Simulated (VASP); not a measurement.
AlAs, 2 atoms in the cell. It takes space group F-43m (No. 216, cubic). Conventional cell: a = 5.629 Å, b = 5.629 Å, c = 5.629 Å, α = 90.00°, β = 90.00°, γ = 90.00°. Within 3.2 Å of Al (site symmetry -43m) lie 4 As at 2.44 Å. As (site symmetry -43m) has 4 Al at 2.44 Å within 3.2 Å. 

- Program: VASP 6.6.1
- Task: single point
- Functional: LDA
- Potentials or basis: VASP PAW LDA potentials, release 64 (Al, As)
- Cutoff: 500 eV
- k mesh: 8 × 8 × 8
- Occupations: fermi-dirac, width 0.02 eV
- Spin: no spin polarisation
- Dipole correction: no
- Further INCAR settings: ALGO = Normal; EDIFF = 1e-06; NBANDS = 11

Potentials or basis: VASP PAW LDA potentials, release 64 (Al, As).

Launch:

```bash
$ cat potpaw_LDA.64/Al/POTCAR potpaw_LDA.64/As/POTCAR > POTCAR
$ mpirun -np 1 vasp_std > vasp.out
```

Hardware: 1 thread of Intel(R) Xeon(R) 6975P-C (Granite Rapids) (shared host).

Task: Estimate the wall time of this run.

Result: Run time: 8.9 s on 1 thread of Intel(R) Xeon(R) 6975P-C (Granite Rapids) (shared host), peak memory 0.14 GiB. Counts: scf iterations 12, k points 29.
